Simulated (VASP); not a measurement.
# CdSe (rocksalt type) (Fm-3m) in VASP: notebook

The runs below take CdSe (rocksalt type) through single point, with r2SCAN.

All numbers are computed with VASP 6.6.1; they aren't measurements. Logs are shortened: lines on timing, memory, paths and dates and some standing lists are left out, and cuts for length are marked.

### Step 1. The cell of the first run

Symmetry: Fm-3m, No. 225, cubic system. The conventional cell has a = 5.096 Å, b = 5.096 Å, c = 5.096 Å, α = 90.00°, β = 90.00°, γ = 90.00°. Cd (site symmetry m-3m) has 6 Se at 2.55 Å within 3.4 Å. Se (site symmetry m-3m) has 6 Cd at 2.55 Å within 3.4 Å.

### Step 2. Single point, r2SCAN (volume scaled by 0.72, level accurate)

POSCAR

```
CdSe
1.0
    0.0000000000      2.5478982465      2.5478982465
    2.5478982465      0.0000000000      2.5478982465
    2.5478982465      2.5478982465      0.0000000000
Cd Se
1 1
Direct
    0.0000000000      0.0000000000      0.0000000000
    0.5000000000      0.5000000000      0.5000000000
```

INCAR.step1

```
PREC     = Accurate       # precision mode
ENCUT    = 520            # plane-wave cutoff, eV
ISMEAR   = -1             # smearing method
SIGMA    = 0.05           # smearing width, eV
LREAL    = F              # projectors in reciprocal space
LASPH    = T              # aspherical terms in the spheres
NELM     = 100            # most SCF steps
NBANDS   = 16             # bands
GGA      = PE             # functional
ALGO     = Normal         # electronic algorithm
EDIFF    = 1E-4           # SCF threshold, eV
LWAVE    = T              # write WAVECAR
LCHARG   = F              # write CHGCAR
```

INCAR.step2

```
PREC     = Accurate       # precision mode
ENCUT    = 520            # plane-wave cutoff, eV
EDIFF    = 1E-6           # SCF threshold, eV
ISMEAR   = -1             # smearing method
SIGMA    = 0.05           # smearing width, eV
LREAL    = F              # projectors in reciprocal space
LASPH    = T              # aspherical terms in the spheres
NELM     = 100            # most SCF steps
ALGO     = Normal         # electronic algorithm
ISIF     = 2              # what is computed and relaxed
LWAVE    = F              # write WAVECAR
LCHARG   = F              # write CHGCAR
METAGGA  = R2SCAN         # meta-GGA
LMIXTAU  = T            
NBANDS   = 16             # bands
ISTART   = 1
```

KPOINTS

```
regular mesh
0
Gamma
  12 12 12
```

Potentials or basis: VASP PAW PBE potentials, release 64 (Cd, Se).

Command:

```bash
$ cat potpaw_PBE.64/Cd/POTCAR potpaw_PBE.64/Se/POTCAR > POTCAR
$ cp INCAR.step1 INCAR
$ mpirun -np 1 vasp_std > vasp.out
$ cp INCAR.step2 INCAR
$ mpirun -np 1 vasp_std > vasp.out
```

OUTCAR:

```text
PREC = Accurate
   ENCUT = 520
   EDIFF = 1E-6
   ISMEAR = -1
   LREAL = F
   LASPH = T
   NELM = 100
   ISIF = 2
   METAGGA = R2SCAN
   ISTART = 1

 ion  position               nearest neighbor table
   1  0.000  0.000  0.000-   2 2.55   2 2.55   2 2.55   2 2.55   2 2.55   2 2.55
   2  0.500  0.500  0.500-   1 2.55   1 2.55   1 2.55   1 2.55   1 2.55   1 2.55

  LATTYP: Found a face centered cubic cell.
 ALAT       =     5.0957964930

  Lattice vectors:

 A1 = (   0.0000000000,   2.5478982465,   2.5478982465)
 A2 = (   2.5478982465,   0.0000000000,   2.5478982465)
 A3 = (   2.5478982465,   2.5478982465,   0.0000000000)

Analysis of symmetry for initial positions (statically):
=====================================================================
 Subroutine PRICEL returns:
 Original cell was already a primitive cell.

 Routine SETGRP: Setting up the symmetry group for a
 face centered cubic supercell.

 Subroutine GETGRP returns: Found 48 space group operations
 (whereof 48 operations were pure point group operations)
 out of a pool of 48 trial point group operations.

The static configuration has the point symmetry O_h .

Analysis of symmetry for dynamics (positions and initial velocities):
=====================================================================
 Subroutine PRICEL returns:
 Original cell was already a primitive cell.

 Routine SETGRP: Setting up the symmetry group for a
 face centered cubic supercell.

 Subroutine GETGRP returns: Found 48 space group operations
 (whereof 48 operations were pure point group operations)
 out of a pool of 48 trial point group operations.

The dynamic configuration has the point symmetry O_h .

 Subroutine INISYM returns: Found 48 space group operations
 (whereof 48 operations are pure point group operations),
 and found     1 'primitive' translations

----------------------------------------------------------------------------------------

                                     Primitive cell

  volume of cell :      33.0808

  direct lattice vectors                    reciprocal lattice vectors
     0.000000000  2.547898246  2.547898246    -0.196240176  0.196240176  0.196240176
     2.547898246  0.000000000  2.547898246     0.196240176 -0.196240176  0.196240176
     2.547898246  2.547898246  0.000000000     0.196240176  0.196240176 -0.196240176

[... 73 lines left out ...]
 SYSTEM =  unknown system
   PREC   = accura    normal or accurate (medium, high low for compatibility)
   ISTART =      1    job   : 0-new  1-cont  2-samecut
   ICHARG =      0    charge: 1-file 2-atom 10-const
   ISPIN  =      1    spin polarized calculation?
   LNONCOLLINEAR =      F non collinear calculations
   LSORBIT =      F    spin-orbit coupling
   LASPH  =      T    aspherical Exc in radial PAW
   ENCUT  =  520.0 eV  38.22 Ry    6.18 a.u.   6.70  6.70  6.70*2*pi/ulx,y,z
   NELM   =    100;   NELMIN=  2; NELMDL=  0     # of ELM steps
   EDIFF  = 0.1E-05   stopping-criterion for ELM
   LREAL  =      F    real-space projection
   EDIFFG = 0.1E-04   stopping-criterion for IOM
   NSW    =      0    number of steps for IOM
   IBRION =     -1    ionic relax: 0-MD 1-quasi-New 2-CG
   NFREE  =      0    steps in history (QN), initial steepest desc. (CG)
   ISIF   =      2    stress and relaxation
   ISYM   =      2    0-nonsym 1-usesym 2-fastsym
   POTIM  = 0.5000    time-step for ionic-motion
   TEBEG  =    0.0;   TEEND  =   0.0 temperature during run
   PSTRESS=    0.0 pullay stress
   NELECT =      18.0000    total number of electrons
   NUPDOWN=      -1.0000    fix difference up-down
   EMIN   =  10.00;   EMAX   =-10.00  energy-range for DOS
   EFERMI =   0.00;   METHOD = LEGACY
   ISMEAR =    -1;   SIGMA  =   0.05  broadening in eV -4-tet -1-fermi 0-gaus
   EFERMI_NEDOS =   21; number of points for ismear=-14 and -15
   IALGO  =     38    algorithm
   IMIX   =      4    mixing-type and parameters
     AMIX     =   0.40;   BMIX     =  1.00
     AMIX_MAG =   1.60;   BMIX_MAG =  1.00
  volume/ion in A,a.u.               =      16.54       111.62
  Fermi-wavevector in a.u.,A,eV,Ry     =   1.336514  2.525646 24.303683  1.786270
  Thomas-Fermi vector in A             =   2.465135
   LORBIT       =      0    0 simple, 1 ext, 2 COOP (PROOUT), +10 PAW based schemes
   METAGGA = R2SCAN    functional components
   LHFCALC =     F    Hartree Fock is set to
   AEXX    =    0.0000 exact exchange contribution
   IVDW    =     0    specifies the selected vdW correction
   LEPSILON=     F    determine dielectric tensor
   LRPA    =     F    only Hartree local field effects (RPA)
 non-spin polarized calculation
  energy-cutoff  :      520.00
  volume of cell :       33.08
 maximum number of plane-waves:       911
   NGX = 13   NGY = 13   NGZ = 13

 number of electron      18.0000005 magnetization

 Free energy of the ion-electron system (eV)
  ---------------------------------------------------
  ext. energy  EPLUGINS =         0.00000000
  ---------------------------------------------------
  free energy    TOTEN  =       -34.17592438 eV

  energy without entropy =      -34.17421455  energy(sigma->0) =      -34.17506946

 E-fermi :   6.1675     XC(G=0): -12.4962

 val. band max:        6.1674320115   @ k =   0.4167   0.4167   0.0000
 cond. band min:       6.3595607555   @ k =   0.5000   0.4167   0.0000
 fundamental gap:      0.1921287440
 Fermi energy:         6.1675381933

 k-point     1 :       0.0000    0.0000    0.0000
  band No.  band energies     occupation
      1     -10.3983      2.00000
      2      -3.4467      2.00000
      3      -3.4467      2.00000
      4      -3.4187      2.00000
      5      -3.4187      2.00000
      6      -3.4187      2.00000
[... 433 lines left out ...]
      3      -4.0089      2.00000
      4      -3.7430      2.00000
      5      -3.0463      2.00000
      6      -2.9614      2.00000
[... 8 lines left out ...]
     15      19.4336      0.00000
     16      21.0906      0.00000

 [... further k-points ...]
[... 5 lines left out ...]
  --------------------------------------------------------------------------------------
  -------------------------------------------------------------------------------------
  Total       10.5836528     10.5836528     10.5836528     -0.0000000     -0.0000000      0.0000000
  in kB      512.5897670    512.5897670    512.5897670     -0.0000000     -0.0000000      0.0000000
  external PRESSURE =     512.5897670 kB  Pullay stress =       0.0000000 kB

 VOLUME and BASIS-vectors are now :
 -----------------------------------------------------------------------------
  energy-cutoff  :      520.00
  volume of cell :       33.08
      direct lattice vectors                 reciprocal lattice vectors
     0.000000000  2.547898246  2.547898246    -0.196240176  0.196240176  0.196240176
     2.547898246  0.000000000  2.547898246     0.196240176 -0.196240176  0.196240176
     2.547898246  2.547898246  0.000000000     0.196240176  0.196240176 -0.196240176

 POSITION                                       TOTAL-FORCE (eV/Angst)
 -----------------------------------------------------------------------------------
      0.00000      0.00000      0.00000        -0.000000     -0.000000      0.000000
      2.54790      2.54790      2.54790         0.000000      0.000000     -0.000000
 -----------------------------------------------------------------------------------
    total drift:                               -0.000000      0.000000      0.000000

  FREE ENERGIE OF THE ION-ELECTRON SYSTEM (eV)
  ---------------------------------------------------
  free  energy   TOTEN  =       -34.1759243812 eV

  energy  without entropy=      -34.1742145451  energy(sigma->0) =      -34.17506946
```

OUTCAR.step1:

```text
PREC = Accurate
   ENCUT = 520
   ISMEAR = -1
   LREAL = F
   LASPH = T
   NELM = 100
[... 674 lines left out ...]
 -----------------------------------------------------------------------------------
      0.00000      0.00000      0.00000        -0.000000     -0.000000     -0.000000
      2.54790      2.54790      2.54790         0.000000      0.000000      0.000000
 -----------------------------------------------------------------------------------
    total drift:                               -0.000000      0.000000      0.000000

  FREE ENERGIE OF THE ION-ELECTRON SYSTEM (eV)
  ---------------------------------------------------
  free  energy   TOTEN  =        -3.5634164091 eV

  energy  without entropy=       -3.5596736745  energy(sigma->0) =       -3.56154504
```

It took 1.9 min on 1 thread of Intel Xeon Platinum 8488C (Sapphire Rapids), shared host; peak memory 0.19 GiB.

What came out:

```yaml
Free_energy: -34.1759 eV
Pressure: 51.3 GPa
Band_gap_on_the_k_mesh: zero (band 9 reaches 6.08 eV, above the bottom of band 10 at 5.82 eV)
```

Levels at points of the mesh, in eV from the Fermi level:
| k point | band 5 | band 6 | band 7 | band 8 | band 9 | band 10 | band 11 | band 12 | band 13 | band 14 |
| --- | --- | --- | --- | --- | --- | --- | --- | --- | --- | --- |
| (0.00, 0.00, 0.00) | -9.59 | -9.59 | -1.59 | -1.59 | -1.59 | 2.58 | 9.21 | 9.21 | 9.21 | 10.18 |
| (0.50, 0.00, 0.00) | -9.21 | -9.21 | -7.08 | -0.09 | -0.09 | 3.03 | 5.32 | 5.32 | 9.51 | 13.66 |
| (0.50, 0.50, 0.00) | -9.08 | -7.66 | -7.19 | -3.99 | -3.99 | -0.35 | 5.12 | 13.25 | 13.94 | 13.94 |

Caveat: the PAW data sets were made with another functional, which shifts forces and pressure a little.

### Step 3. Single point, r2SCAN (volume scaled by 0.8)

POSCAR

```
CdSe
1.0
    0.0000000000      2.6389707511      2.6389707511
    2.6389707511      0.0000000000      2.6389707511
    2.6389707511      2.6389707511      0.0000000000
Cd Se
1 1
Direct
    0.0000000000      0.0000000000      0.0000000000
    0.5000000000      0.5000000000      0.5000000000
```

INCAR.step1

```
PREC = Accurate
ENCUT = 520
ISMEAR = -1
SIGMA = 0.05
LREAL = F
LASPH = T
NELM = 60
NBANDS = 16
GGA = PE
ALGO = Normal
EDIFF = 1E-4
LWAVE = T
LCHARG = F
```

INCAR.step2

```
PREC = Accurate
ENCUT = 520
EDIFF = 1E-7
ISMEAR = -1
SIGMA = 0.05
LREAL = F
LASPH = T
NELM = 60
ALGO = Normal
ISIF = 2
LWAVE = F
LCHARG = F
METAGGA = R2SCAN
LMIXTAU = T
NBANDS = 16
ISTART = 1
```

KPOINTS

```
Automatic mesh
0
Gamma
  12 12 12
```

Potentials or basis: VASP PAW PBE potentials, release 64 (Cd, Se).

Command:

```bash
$ cat potpaw_PBE.64/Cd/POTCAR potpaw_PBE.64/Se/POTCAR > POTCAR
$ cp INCAR.step1 INCAR
$ mpirun -np 1 vasp_std > vasp.out
$ cp INCAR.step2 INCAR
$ mpirun -np 1 vasp_std > vasp.out
```

Wall time 2.3 min (1 thread of Intel Xeon Platinum 8488C (Sapphire Rapids), shared host); peak memory 0.19 GiB.

The run converged. Its results:

| Quantity | Value |
| --- | --- |
| Free energy | -35.0552 eV |
| Pressure | 27.4 GPa |
| Band gap on the k mesh | zero (band 9 reaches 4.66 eV, above the bottom of band 10 at 4.55 eV) |

Levels at points of the mesh, in eV from the Fermi level:
```csv
k point,band 7,band 8,band 9,band 10,band 11,band 12
"(0.00, 0.00, 0.00)",-1.29,-1.29,-1.29,1.87,9.17,9.17
"(0.50, 0.00, 0.00)",-6.49,-0.14,-0.14,3.22,5.49,5.49
"(0.50, 0.50, 0.00)",-6.19,-3.38,-3.38,-0.26,5.34,12.41
```

Caveat: the PAW data sets were made with another functional, which shifts forces and pressure a little.

### Step 4. Single point, r2SCAN (volume scaled by 0.88)

POSCAR

```
CdSe
1.0
    0.0000000000      2.7241570316      2.7241570316
    2.7241570316      0.0000000000      2.7241570316
    2.7241570316      2.7241570316      0.0000000000
Cd Se
1 1
Direct
    0.0000000000      0.0000000000      0.0000000000
    0.5000000000      0.5000000000      0.5000000000
```

INCAR.step1

```
ALGO     = Normal         # electronic algorithm
EDIFF    = 1E-4           # SCF threshold, eV
ENCUT    = 520            # plane-wave cutoff, eV
GGA      = PE             # functional
ISMEAR   = -1             # smearing method
LASPH    = True           # aspherical terms in the spheres
LCHARG   = False          # write CHGCAR
LREAL    = False          # projectors in reciprocal space
LWAVE    = True           # write WAVECAR
NBANDS   = 16             # bands
NELM     = 60             # most SCF steps
PREC     = Accurate       # precision mode
SIGMA    = 0.05           # smearing width, eV
```

INCAR.step2

```
ALGO     = Normal         # electronic algorithm
EDIFF    = 1E-7           # SCF threshold, eV
ENCUT    = 520            # plane-wave cutoff, eV
ISIF     = 2              # what is computed and relaxed
ISMEAR   = -1             # smearing method
ISTART   = 1            
LASPH    = True           # aspherical terms in the spheres
LCHARG   = False          # write CHGCAR
LMIXTAU  = True         
LREAL    = False          # projectors in reciprocal space
LWAVE    = False          # write WAVECAR
METAGGA  = R2SCAN         # meta-GGA
NBANDS   = 16             # bands
NELM     = 60             # most SCF steps
PREC     = Accurate       # precision mode
SIGMA    = 0.05           # smearing width, eV
```

KPOINTS

```
k-points
0
Gamma
  12 12 12
```

Command:

```bash
$ cat potpaw_PBE.64/Cd/POTCAR potpaw_PBE.64/Se/POTCAR > POTCAR
$ cp INCAR.step1 INCAR
$ mpirun -np 1 vasp_std > vasp.out
$ cp INCAR.step2 INCAR
$ mpirun -np 1 vasp_std > vasp.out
```

Wall time 2.8 min (1 thread of Intel Xeon Platinum 8488C (Sapphire Rapids), shared host); peak memory 0.2 GiB.

The run converged. Its results:

```
Free energy            : -35.5023 eV
Pressure               : 12.7 GPa
Band gap on the k mesh : zero (band 9 reaches 3.55 eV, above the bottom of band 10 at 3.52 eV)
```

Levels at points of the mesh, in eV from the Fermi level:
| k point | band 7 | band 8 | band 9 | band 10 | band 11 | band 12 |
| --- | --- | --- | --- | --- | --- | --- |
| (0.00, 0.00, 0.00) | -1.06 | -1.06 | -1.06 | 1.32 | 9.13 | 9.13 |
| (0.50, 0.00, 0.00) | -5.95 | -0.17 | -0.17 | 3.34 | 5.60 | 5.60 |
| (0.50, 0.50, 0.00) | -5.39 | -2.88 | -2.88 | -0.19 | 5.52 | 11.65 |

Caveat: the PAW data sets were made with another functional, which shifts forces and pressure a little.

### Step 5. Single point, r2SCAN (volume scaled by 0.94)

POSCAR

```
CdSe
1.0
    0.0000000000      2.7847135774      2.7847135774
    2.7847135774      0.0000000000      2.7847135774
    2.7847135774      2.7847135774      0.0000000000
Cd Se
1 1
Direct
    0.0000000000      0.0000000000      0.0000000000
    0.5000000000      0.5000000000      0.5000000000
```

INCAR.step1

```
PREC = Accurate
ENCUT = 520
ISMEAR = -1
SIGMA = 0.05
LREAL = F
LASPH = T
NELM = 60
NBANDS = 16
GGA = PE
ALGO = Normal
EDIFF = 1E-4
LWAVE = T
LCHARG = F
```

INCAR.step2

```
PREC = Accurate
ENCUT = 520
EDIFF = 1E-7
ISMEAR = -1
SIGMA = 0.05
LREAL = F
LASPH = T
NELM = 60
ALGO = Normal
ISIF = 2
LWAVE = F
LCHARG = T
METAGGA = R2SCAN
LMIXTAU = T
LELF = T
LVHAR = T
NBANDS = 16
ISTART = 1
```

KPOINTS

```
Automatic mesh
0
Gamma
  12 12 12
```

Potentials or basis: VASP PAW PBE potentials, release 64 (Cd, Se).

Command:

```bash
$ cat potpaw_PBE.64/Cd/POTCAR potpaw_PBE.64/Se/POTCAR > POTCAR
$ cp INCAR.step1 INCAR
$ mpirun -np 1 vasp_std > vasp.out
$ cp INCAR.step2 INCAR
$ mpirun -np 1 vasp_std > vasp.out
```

OUTCAR:

```text
PREC = Accurate
   ENCUT = 520
   EDIFF = 1E-7
   ISMEAR = -1
   LREAL = F
   LASPH = T
   NELM = 60
   ISIF = 2
   METAGGA = R2SCAN
   ISTART = 1

 ion  position               nearest neighbor table
   1  0.000  0.000  0.000-   2 2.78   2 2.78   2 2.78   2 2.78   2 2.78   2 2.78
   2  0.500  0.500  0.500-   1 2.78   1 2.78   1 2.78   1 2.78   1 2.78   1 2.78

  LATTYP: Found a face centered cubic cell.
 ALAT       =     5.5694271548

  Lattice vectors:

 A1 = (   0.0000000000,   2.7847135774,   2.7847135774)
 A2 = (   2.7847135774,   0.0000000000,   2.7847135774)
[... 626 lines left out ...]
      5      -5.3055      2.00000
      6      -5.2656      2.00000
[... 8 lines left out ...]
     15      15.7220      0.00000
     16      16.4674      0.00000

 [... further k-points ...]
[... 5 lines left out ...]
  --------------------------------------------------------------------------------------
  -------------------------------------------------------------------------------------
  Total        1.4836716      1.4836716      1.4836716      0.0000000      0.0000000      0.0000000
  in kB       55.0397894     55.0397894     55.0397894      0.0000000      0.0000000      0.0000000
  external PRESSURE =      55.0397894 kB  Pullay stress =       0.0000000 kB

 VOLUME and BASIS-vectors are now :
 -----------------------------------------------------------------------------
  energy-cutoff  :      520.00
  volume of cell :       43.19
      direct lattice vectors                 reciprocal lattice vectors
     0.000000000  2.784713577  2.784713577    -0.179551680  0.179551680  0.179551680
     2.784713577  0.000000000  2.784713577     0.179551680 -0.179551680  0.179551680
     2.784713577  2.784713577  0.000000000     0.179551680  0.179551680 -0.179551680

 POSITION                                       TOTAL-FORCE (eV/Angst)
 -----------------------------------------------------------------------------------
      0.00000      0.00000      0.00000         0.000000     -0.000000     -0.000000
      2.78471      2.78471      2.78471         0.000000      0.000000      0.000000
 -----------------------------------------------------------------------------------
    total drift:                               -0.000000      0.000000      0.000000

  FREE ENERGIE OF THE ION-ELECTRON SYSTEM (eV)
  ---------------------------------------------------
  free  energy   TOTEN  =       -35.6559028926 eV

  energy  without entropy=      -35.6550119789  energy(sigma->0) =      -35.65545744
```

Run time: 3.2 min. Hardware: 1 thread of Intel Xeon Platinum 8488C (Sapphire Rapids), shared host; peak memory 0.21 GiB.

Results:

```
Free energy            : -35.6559 eV
Pressure               : 5.5 GPa
Band gap on the k mesh : zero (filled and empty bands overlap)
```

Caveat: the PAW data sets were made with another functional, which shifts forces and pressure a little.

### Step 6. Overview

| cell | gap on the mesh (eV) | pressure (GPa) |
| --- | --- | --- |
| a = 3.603 Å, angles 60.0°, 2 atoms | none | 51.3 |
| a = 3.732 Å, angles 60.0°, 2 atoms | none | 27.4 |
| a = 3.853 Å, angles 60.0°, 2 atoms | none | 12.7 |
| a = 3.938 Å, angles 60.0°, 2 atoms | none | 5.5 |

Alike in all rows: task single point; level r2SCAN; potentials or basis VASP PAW PBE potentials, release 64 (Cd, Se); no spin polarisation; k mesh 12 × 12 × 12; cutoff (eV) 520; smearing fermi-dirac 0.05 eV.

Caveats: the PAW data sets were made with another functional, which shifts forces and pressure a little.

Total energies depend on the potentials used, so only differences within one code and one set of settings carry meaning.
